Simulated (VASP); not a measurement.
Write the native input for VASP 6.6.1 that does the following.

- Task: relaxation of cell and atoms
- Functional: PBEsol
- Potentials or basis: VASP PAW PBE potentials, release 64 (Ga_d, N)
- Cutoff: 600 eV
- k mesh: 10 × 10 × 10
- Occupations: gaussian, width 0.01 eV
- Spin: no spin polarisation
- Dipole correction: no
- Further INCAR settings: ALGO = Normal; EDIFF = 1e-06; IBRION = 2; EDIFFG = -0.001; NSW = 80; ISIF = 3

The structure of GaN lies in POSCAR:

```
GaN
1.0
    0.0000000000      2.2491150721      2.2491150721
    2.2491150721      0.0000000000      2.2491150721
    2.2491150721      2.2491150721      0.0000000000
Ga N
1 1
Direct
    0.0000000000      0.0000000000      0.0000000000
    0.7500000000      0.7500000000      0.7500000000
```

These files were run (other wordings do the same):

INCAR

```
PREC = Accurate ; ENCUT = 600
EDIFF = 1E-6 ; ISMEAR = 0
SIGMA = 0.01 ; LREAL = F
LASPH = T ; NELM = 100
ALGO = Normal ; ISIF = 3
LWAVE = F ; LCHARG = F
GGA = PS ; IBRION = 2
NSW = 80 ; EDIFFG = -0.001
```

KPOINTS

```
Automatic mesh
0
Gamma
  10 10 10
```

Potentials or basis: VASP PAW PBE potentials, release 64 (Ga_d, N).

Launch:

```sh
$ cat potpaw_PBE.64/Ga_d/POTCAR potpaw_PBE.64/N/POTCAR > POTCAR
$ mpirun -np 1 vasp_std > vasp.out
```

Results of the run:

The relaxed volume is 11.35 Å³/atom and the relaxed cell is a = 3.179 Å, b = 3.179 Å, c = 3.179 Å, α = 60.00°, β = 60.00°, γ = 60.00°. The space group after relaxing (to 0.05 Å) is F-43m (No. 216) and the energy gained by relaxing is 0.0 meV/atom. The ionic steps are 7, the pressure after relaxing is 0.0 GPa and the band gap on the k mesh is 1.73 eV, direct.

Caveat: the PAW data sets were made with another functional, which shifts forces and pressure a little.

Run time: 38 s on 1 thread of Intel(R) Xeon(R) Platinum 8488C (Sapphire Rapids), with other jobs on the host, peak memory 0.17 GiB.
